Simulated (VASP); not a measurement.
Runs of VASP 6.6.1 on Ag. The structure is that of space group Im-3m (No. 229), or close to it. The cells are those of the table. 

```csv
cell,further INCAR settings,gap on the mesh (eV),pressure (GPa)
"a = 2.796, b = 2.940, c = 2.940 Å, angles 111.4, 109.5, 109.5°, 1 atom",ALGO = Fast; EDIFF = 1e-06; NBANDS = 12,none,-6.8
"a = 2.886, b = 2.850, c = 2.850 Å, angles 109.0, 109.5, 109.5°, 1 atom",ALGO = Fast; EDIFF = 1e-07; NBANDS = 12,none,-7.3
"a = 2.922, b = 2.814, c = 2.814 Å, angles 107.9, 109.5, 109.5°, 1 atom",ALGO = Fast; EDIFF = 1e-07; NBANDS = 12,none,-7.1
"a = 2.904, b = 2.832, c = 2.832 Å, angles 108.4, 109.5, 109.5°, 1 atom",ALGO = Fast; EDIFF = 1e-06; NBANDS = 12,none,(a)
```

Alike in all rows: task single point; level PBEsol; potentials or basis VASP PAW PBE potentials, release 64 (Ag); no spin polarisation; k mesh 20 × 20 × 20; cutoff (eV) 520; smearing gaussian 0.15 eV.

Estimate the missing entries.

(a) -7.2.

Caveats: the PAW data sets were made with another functional, which shifts forces and pressure a little.

A k mesh can miss the band edges, and the runs leave out spin-orbit coupling on Ag.

A gap of «none» marks levels without a gap at the run's occupations.
